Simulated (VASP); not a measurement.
# ZnS (I-4m2) in VASP: notebook

ZnS is run at these levels: r2SCAN; tasks: single point.

Program: VASP 6.6.1. These are calculated values, not measurements. Logs are shortened: lines on timing, memory, paths and dates and some standing lists are left out, and cuts for length are marked.

## (1) The cell of the first run

It takes space group I-4m2 (No. 119, tetragonal). Conventional cell: a = 3.753 Å, b = 3.753 Å, c = 5.227 Å, α = 90.00°, β = 90.00°, γ = 90.00°. Zn (site symmetry -4m2) has 4 S at 2.29 Å within 3.0 Å. S (site symmetry -4m2) has 4 Zn at 2.29 Å within 3.0 Å.

## (2) Single point, r2SCAN (strain -0.015 along x and y, -0.030 along z)

POSCAR

```
ZnS
1.0
    0.0000000000      2.6540954973      2.6136777993
    2.6540954973      0.0000000000      2.6136777993
    2.6540954973      2.6540954973      0.0000000000
Zn S
1 1
Direct
    0.0000000000      0.0000000000      0.0000000000
    0.7500000000      0.7500000000      0.7500000000
```

INCAR.step1

```
SYSTEM = ZnS
PREC = Accurate ; ENCUT = 520
ISMEAR = 0 ; SIGMA = 0.05
LREAL = .False. ; LASPH = .True.
NELM = 60 ; NBANDS = 16
GGA = PE ; ALGO = Normal
EDIFF = 1E-4 ; LWAVE = .True.
LCHARG = .False.
```

INCAR.step2

```
SYSTEM = ZnS
PREC = Accurate ; ENCUT = 520
EDIFF = 1E-6 ; ISMEAR = 0
SIGMA = 0.05 ; LREAL = .False.
LASPH = .True. ; NELM = 60
ALGO = Normal ; ISIF = 2
LWAVE = .False. ; LCHARG = .False.
METAGGA = R2SCAN ; LMIXTAU = .True.
NBANDS = 16 ; ISTART = 1
```

KPOINTS

```
Automatic mesh
0
Gamma
  8 8 8
  0 0 0
```

Potentials or basis: VASP PAW PBE potentials, release 64 (Zn, S).

Started as:

```bash
$ cat potpaw_PBE.64/Zn/POTCAR potpaw_PBE.64/S/POTCAR > POTCAR
$ cp INCAR.step1 INCAR
$ mpirun -np 1 vasp_std > vasp.out
$ cp INCAR.step2 INCAR
$ mpirun -np 1 vasp_std > vasp.out
```

OUTCAR:

```text
SYSTEM = ZnS
   PREC = Accurate
   ENCUT = 520
   EDIFF = 1E-6
   ISMEAR = 0
   LREAL = .False.
   LASPH = .True.
   NELM = 60
   ISIF = 2
   METAGGA = R2SCAN
   ISTART = 1

 ion  position               nearest neighbor table
   1  0.000  0.000  0.000-   2 2.29   2 2.29   2 2.29   2 2.29
   2  0.750  0.750  0.750-   1 2.29   1 2.29   1 2.29   1 2.29

  LATTYP: Found a body centered tetragonal cell.
 ALAT       =     3.7534578481
 C/A-ratio  =     1.3926773152

  Lattice vectors:

 A1 = (   0.0000000000,  -2.6540954973,  -2.6136777993)
 A2 = (   0.0000000000,   2.6540954973,  -2.6136777993)
 A3 = (   2.6540954973,   0.0000000000,   2.6136777993)

Analysis of symmetry for initial positions (statically):
=====================================================================
 Subroutine PRICEL returns:
 Original cell was already a primitive cell.

 Routine SETGRP: Setting up the symmetry group for a
 body centered tetragonal supercell.

 Subroutine GETGRP returns: Found  8 space group operations
 (whereof  8 operations were pure point group operations)
 out of a pool of 16 trial point group operations.

The static configuration has the point symmetry D_2d.

Analysis of symmetry for dynamics (positions and initial velocities):
=====================================================================
 Subroutine PRICEL returns:
 Original cell was already a primitive cell.

 Routine SETGRP: Setting up the symmetry group for a
 body centered tetragonal supercell.

 Subroutine GETGRP returns: Found  8 space group operations
 (whereof  8 operations were pure point group operations)
 out of a pool of 16 trial point group operations.

The dynamic configuration has the point symmetry D_2d.

 Subroutine INISYM returns: Found  8 space group operations
 (whereof  8 operations are pure point group operations),
 and found     1 'primitive' translations

----------------------------------------------------------------------------------------

                                     Primitive cell

  volume of cell :      36.8227

  direct lattice vectors                    reciprocal lattice vectors
     0.000000000  2.654095497  2.613677799    -0.188388097  0.188388097  0.191301315
     2.654095497  0.000000000  2.613677799     0.188388097 -0.188388097  0.191301315
     2.654095497  2.654095497  0.000000000     0.188388097  0.188388097 -0.191301315

  length of vectors
     3.724987859  3.724987859  3.753457848     0.327988328  0.327988328  0.327988328

  position of ions in fractional coordinates (direct lattice)
     0.000000000  0.000000000  0.000000000
     0.750000000  0.750000000  0.750000000

  ion indices of the primitive-cell ions
   primitive index   ion index
                 1           1
                 2           2

----------------------------------------------------------------------------------------

 KPOINTS: Automatic mesh

Automatic generation of k-mesh.
 Grid dimensions read from file:
 generate k-points for:    8    8    8

 Generating k-lattice:

  Cartesian coordinates                     Fractional coordinates (reciprocal lattice)
    -0.023548512  0.023548512  0.023912664     0.125000000  0.000000000  0.000000000
     0.023548512 -0.023548512  0.023912664     0.000000000  0.125000000  0.000000000
     0.023548512  0.023548512 -0.023912664     0.000000000  0.000000000  0.125000000

  Length of vectors
     0.040998541  0.040998541  0.040998541

  Shift w.r.t. Gamma in fractional coordinates (k-lattice)
     0.000000000  0.000000000  0.000000000

 Subroutine IBZKPT returns following result:
 ===========================================

 Found     59 irreducible k-points:

 Following reciprocal coordinates:
            Coordinates               Weight
  0.000000  0.000000  0.000000      1.000000
  0.125000 -0.000000  0.000000      8.000000
  0.250000 -0.000000  0.000000      8.000000
  0.375000  0.000000  0.000000      8.000000
  0.500000 -0.000000  0.000000      4.000000
  0.125000  0.125000  0.000000      2.000000
[... 16 lines left out ...]
  0.250000  0.000000  0.125000     16.000000
  0.375000  0.000000  0.125000     16.000000
 [... further k-points ...]
   k-points           NKPTS =     59   k-points in BZ     NKDIM =     59   number of bands    NBANDS=     16
   number of dos      NEDOS =    301   number of ions     NIONS =      2
   total plane-waves  NPLWV =  21952
   dimension x,y,z NGX =    28 NGY =   28 NGZ =   28
   dimension x,y,z NGXF=    56 NGYF=   56 NGZF=   56
   ions per type =               1   1
   NGX,Y,Z   is equivalent  to a cutoff of  12.50, 12.50, 12.40 a.u.
   NGXF,Y,Z  is equivalent  to a cutoff of  24.99, 24.99, 24.80 a.u.
 SYSTEM =  ZnS
   PREC   = accura    normal or accurate (medium, high low for compatibility)
   ISTART =      1    job   : 0-new  1-cont  2-samecut
   ICHARG =      0    charge: 1-file 2-atom 10-const
   ISPIN  =      1    spin polarized calculation?
   LNONCOLLINEAR =      F non collinear calculations
   LSORBIT =      F    spin-orbit coupling
   LASPH  =      T    aspherical Exc in radial PAW
   ENCUT  =  520.0 eV  38.22 Ry    6.18 a.u.   6.93  6.93  6.98*2*pi/ulx,y,z
   NELM   =     60;   NELMIN=  2; NELMDL=  0     # of ELM steps
   EDIFF  = 0.1E-05   stopping-criterion for ELM
   LREAL  =      F    real-space projection
   EDIFFG = 0.1E-04   stopping-criterion for IOM
   NSW    =      0    number of steps for IOM
   IBRION =     -1    ionic relax: 0-MD 1-quasi-New 2-CG
   NFREE  =      0    steps in history (QN), initial steepest desc. (CG)
   ISIF   =      2    stress and relaxation
   ISYM   =      2    0-nonsym 1-usesym 2-fastsym
   POTIM  = 0.5000    time-step for ionic-motion
   TEBEG  =    0.0;   TEEND  =   0.0 temperature during run
   PSTRESS=    0.0 pullay stress
   NELECT =      18.0000    total number of electrons
   NUPDOWN=      -1.0000    fix difference up-down
   EMIN   =  10.00;   EMAX   =-10.00  energy-range for DOS
   EFERMI =   0.00;   METHOD = LEGACY
   ISMEAR =     0;   SIGMA  =   0.05  broadening in eV -4-tet -1-fermi 0-gaus
   EFERMI_NEDOS =   21; number of points for ismear=-14 and -15
   IALGO  =     38    algorithm
   IMIX   =      4    mixing-type and parameters
     AMIX     =   0.40;   BMIX     =  1.00
     AMIX_MAG =   1.60;   BMIX_MAG =  1.00
  volume/ion in A,a.u.               =      18.41       124.25
  Fermi-wavevector in a.u.,A,eV,Ry     =   1.289617  2.437022 22.627999  1.663111
  Thomas-Fermi vector in A             =   2.421499
   LORBIT       =      0    0 simple, 1 ext, 2 COOP (PROOUT), +10 PAW based schemes
   METAGGA = R2SCAN    functional components
   LHFCALC =     F    Hartree Fock is set to
   AEXX    =    0.0000 exact exchange contribution
   IVDW    =     0    specifies the selected vdW correction
   LEPSILON=     F    determine dielectric tensor
   LRPA    =     F    only Hartree local field effects (RPA)
 non-spin polarized calculation
 Gauss-broadening in eV      SIGMA  =   0.05
  energy-cutoff  :      520.00
  volume of cell :       36.82
 maximum number of plane-waves:      1002
   NGX = 13   NGY = 13   NGZ = 13

 number of electron      18.0000006 magnetization

 Free energy of the ion-electron system (eV)
  ---------------------------------------------------
  ext. energy  EPLUGINS =         0.00000000
  ---------------------------------------------------
  free energy    TOTEN  =       -18.82861612 eV

  energy without entropy =      -18.82861612  energy(sigma->0) =      -18.82861612

 E-fermi :   2.8290     XC(G=0): -10.6388

 val. band max:        2.5452583918   @ k =   0.0000   0.0000   0.0000
 cond. band min:       5.5106692395   @ k =   0.0000   0.0000   0.0000
 fundamental gap:      2.9654108477
 Fermi energy:         2.8290388716

 k-point     1 :       0.0000    0.0000    0.0000
  band No.  band energies     occupation
      1     -11.6912      2.00000
      2      -4.3003      2.00000
      3      -4.3003      2.00000
      4      -4.2907      2.00000
      5      -3.6618      2.00000
      6      -3.6555      2.00000
[... 8 lines left out ...]
     15      15.0073      0.00000
     16      15.4853      0.00000

 k-point     2 :       0.1250   -0.0000    0.0000
  band No.  band energies     occupation
      1     -11.5568      2.00000
      2      -4.3006      2.00000
      3      -4.2753      2.00000
      4      -4.2672      2.00000
      5      -3.6633      2.00000
      6      -3.6582      2.00000
[... 8 lines left out ...]
     15      14.3428      0.00000
     16      16.2433      0.00000

 k-point     3 :       0.2500   -0.0000    0.0000
  band No.  band energies     occupation
      1     -11.2038      2.00000
      2      -4.2609      2.00000
      3      -4.2202      2.00000
      4      -4.2092      2.00000
      5      -3.6577      2.00000
      6      -3.6564      2.00000
[... 8 lines left out ...]
     15      14.0893      0.00000
     16      15.5469      0.00000

 k-point     4 :       0.3750    0.0000    0.0000
  band No.  band energies     occupation
      1     -10.7987      2.00000
      2      -4.1760      2.00000
      3      -4.1626      2.00000
      4      -4.0365      2.00000
      5      -3.6390      2.00000
      6      -3.6353      2.00000
[... 8 lines left out ...]
     15      15.3571      0.00000
     16      15.3697      0.00000
[... 324 lines left out ...]
 k-point    22 :       0.1250    0.0000    0.1250
  band No.  band energies     occupation
      1     -11.5135      2.00000
      2      -4.3274      2.00000
      3      -4.2544      2.00000
      4      -4.2425      2.00000
      5      -3.6810      2.00000
      6      -3.6437      2.00000
[... 8 lines left out ...]
     15      15.1510      0.00000
     16      16.8472      0.00000

 k-point    23 :       0.2500    0.0000    0.1250
  band No.  band energies     occupation
      1     -11.2336      2.00000
      2      -4.3241      2.00000
      3      -4.1969      2.00000
      4      -4.1826      2.00000
      5      -3.6910      2.00000
      6      -3.6320      2.00000
[... 8 lines left out ...]
     15      15.1195      0.00000
     16      17.1798      0.00000

 k-point    24 :       0.3750    0.0000    0.1250
  band No.  band energies     occupation
      1     -10.8395      2.00000
      2      -4.2279      2.00000
      3      -4.1348      2.00000
      4      -4.0904      2.00000
      5      -3.6631      2.00000
      6      -3.6190      2.00000
[... 8 lines left out ...]
     15      15.9518      0.00000
     16      16.5028      0.00000

 [... further k-points ...]
[... 5 lines left out ...]
  --------------------------------------------------------------------------------------
  -------------------------------------------------------------------------------------
  Total        1.2046741      1.2046741      1.3552710      0.0000000      0.0000000      0.0000000
  in kB       52.4161370     52.4161370     58.9687041      0.0000000      0.0000000      0.0000000
  external PRESSURE =      54.6003261 kB  Pullay stress =       0.0000000 kB

 VOLUME and BASIS-vectors are now :
 -----------------------------------------------------------------------------
  energy-cutoff  :      520.00
  volume of cell :       36.82
      direct lattice vectors                 reciprocal lattice vectors
     0.000000000  2.654095497  2.613677799    -0.188388097  0.188388097  0.191301315
     2.654095497  0.000000000  2.613677799     0.188388097 -0.188388097  0.191301315
     2.654095497  2.654095497  0.000000000     0.188388097  0.188388097 -0.191301315

 POSITION                                       TOTAL-FORCE (eV/Angst)
 -----------------------------------------------------------------------------------
      0.00000      0.00000      0.00000         0.000000      0.000000      0.000000
      3.98114      3.98114      3.92052        -0.000000     -0.000000      0.000000
 -----------------------------------------------------------------------------------
    total drift:                               -0.000009     -0.000009     -0.000043

  FREE ENERGIE OF THE ION-ELECTRON SYSTEM (eV)
  ---------------------------------------------------
  free  energy   TOTEN  =       -18.8286161238 eV

  energy  without entropy=      -18.8286161238  energy(sigma->0) =      -18.82861612
```

Run time: 2.5 min. Hardware: 1 thread of AMD EPYC 7R43 (Zen 3), shared host; peak memory 0.15 GiB.

Results:

- Free energy: -18.8286 eV
- Pressure: 5.5 GPa
- Band gap on the k mesh: 2.97 eV, direct

Levels at points of the mesh, in eV from the valence-band top:
| k point | band 6 | band 7 | band 8 | band 9 | band 10 | band 11 | band 12 | band 13 |
| --- | --- | --- | --- | --- | --- | --- | --- | --- |
| (0.00, 0.00, 0.00) | -6.20 | -0.06 | -0.06 | 0.00 | 2.97 | 6.80 | 6.80 | 6.80 |
| (0.50, 0.00, 0.00) | -6.02 | -5.89 | -1.08 | -0.99 | 3.91 | 7.23 | 7.38 | 9.64 |
| (0.50, 0.50, 0.00) | -5.94 | -4.87 | -2.65 | -2.65 | 3.47 | 4.31 | 12.41 | 13.25 |
| (0.50, 0.00, 0.50) | -5.97 | -4.97 | -2.58 | -2.54 | 3.56 | 4.47 | 12.22 | 13.22 |

Caveat: the cell differs from its parent crystal (strain -0.015 along x and y, -0.030 along z); the PAW data sets were made with another functional, which shifts forces and pressure a little.

(Part 1 of 2 ends here.)
